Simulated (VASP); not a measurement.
# ZnSe: single point with r2SCAN

The system is ZnSe.

```
Zn Se
1.0
     0.00000    2.94626    2.60631
     2.94626    0.00000    2.60631
     2.94626    2.94626    0.00000
Zn Se
1 1
Direct
  0.00000 0.00000 0.00000
  0.75000 0.75000 0.75000
```

This cell differs from its parent crystal: strain +0.040 along x and y, -0.080 along z.

```
Program                : VASP 6.6.1
Task                   : single point
Functional             : r2SCAN
Potentials or basis    : VASP PAW PBE potentials, release 64 (Zn, Se)
Cutoff                 : 520 eV
k mesh                 : 8 × 8 × 8
Occupations            : gaussian, width 0.05 eV
Spin                   : no spin polarisation
Dipole correction      : no
Further INCAR settings : ALGO = Normal; EDIFF = 1e-07; NBANDS = 16
```

The pressure is 0.1 GPa and the band gap on the k mesh is 1.61 eV, direct.

Stress tensor (GPa, compression positive):
```
-1.12  0.00  0.00
 0.00 -1.12  0.00
 0.00  0.00  2.44
```

Levels at points of the mesh, in eV from the valence-band top:
```
           k point  band 6  band 7  band 8  band 9  band 10  band 11  band 12  band 13
(0.00, 0.00, 0.00)   -6.52   -0.36   -0.36    0.00     1.61     6.14     6.21     6.21
(0.50, 0.00, 0.00)   -6.38   -5.51   -1.44   -0.79     2.67     6.18     7.38     9.00
(0.50, 0.50, 0.00)   -6.25   -4.52   -2.88   -2.88     2.80     2.85    11.76    11.76
(0.50, 0.00, 0.50)   -6.40   -5.24   -2.31   -2.08     3.33     4.10    10.73    10.93
```

Wall time 87 s on 1 thread of Intel(R) Xeon(R) 6975P-C (Granite Rapids), on a shared host, peak memory 0.2 GiB.

Caveat: the cell differs from its parent crystal (strain +0.040 along x and y, -0.080 along z); the PAW data sets were made with another functional, which shifts forces and pressure a little.
